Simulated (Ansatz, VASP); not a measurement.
One calculation of Ta4O, two programs

```
Ta O
1.0
     5.07799    0.00000    0.00000
    -2.53899    4.39767    0.00000
     0.00000    0.00000    4.02232
Ta O
4 1
Direct
  0.41506 0.00000 0.50000
  0.00000 0.41506 0.50000
  0.58494 0.58494 0.50000
  0.00000 0.00000 0.50000
  0.00000 0.00000 0.00000
```

Alike in both runs: task relaxation of cell and atoms; functional PBE; k mesh 6 × 6 × 4; occupations gaussian, width 0.1 eV; no spin polarisation.

|  | VASP | Ansatz |
| --- | --- | --- |
| version | VASP 6.6.1 | Ansatz 0.2.0 |
| potentials or method | VASP PAW PBE potentials, release 64 (Ta_pv, O), cutoff 600 eV | scalar-relativistic, plane waves, PAW |
| valence electrons in the cell | 50 | 58 |

|  | VASP | Ansatz | Ansatz less VASP |
| --- | --- | --- | --- |
| gap on the k mesh at the Fermi level, each at its own relaxed structure (eV) | none | none | - |
| relaxed volume (Å³/atom) | 21.37 | 21.35 | -0.025 |
| relaxed cell length with the largest relative difference (Å) | 3.826 | 3.821 | -0.0053 |

A gap of «none» marks a metal or a gap that the smearing closes. VASP's potentials hold 50 valence electrons a cell and Ansatz's 58, so a difference there can come from the potentials and not from the codes.

The k mesh is coarse, so the values compare programs but aren't converged. Neither program's run includes spin-orbit coupling. Noted on VASP's run: the volume moved by over 15 % at a fixed basis, so the end points are rough.
